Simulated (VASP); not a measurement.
A run of VASP 6.6.1 is set up as follows.

INCAR

```
SYSTEM = SiO2
  ALGO = Normal
  EDIFF = 1E-7
  ENCUT = 520
  ISIF = 2
  ISMEAR = 0
  LASPH = .True.
  LCHARG = .False.
  LREAL = .False.
  LWAVE = .False.
  NBANDS = 25
  NELM = 80
  PREC = Accurate
  SIGMA = 0.05
```

The input KPOINTS:

```
k-points
0
Gamma
  6 6 10
  0 0 0
```

POSCAR

```
SiO2
1.0
    4.2175187254      0.0000000000      0.0000000000
    0.0000000000      4.2175187254      0.0000000000
    0.0000000000      0.0000000000      2.3352401183
Si O
2 4
Direct
    0.5000000000      0.5000000000      0.5000000000
    0.0000000000      0.0000000000      0.0000000000
    0.6944252994      0.6944252994      0.0000000000
    0.1944252994      0.8055747006      0.5000000000
    0.3055747006      0.3055747006      0.0000000000
    0.8055747006      0.1944252994      0.5000000000
```

Potentials or basis: VASP PAW LDA potentials, release 64 (Si, O).

Launch:

```console
$ cat potpaw_LDA.64/Si/POTCAR potpaw_LDA.64/O/POTCAR > POTCAR
$ mpirun -np 1 vasp_std > vasp.out
```

Task: What does it give for the pressure?

Result: 57.7 GPa.

Task: Estimate the band gap on the k mesh.

Result: 7.58 eV.

Stress tensor (GPa, compression positive):
```
 19.30   0.00   0.00
  0.00  19.30   0.00
  0.00   0.00 134.55
```

Caveat: the cell stands under pressure. A k mesh can miss the band edges.
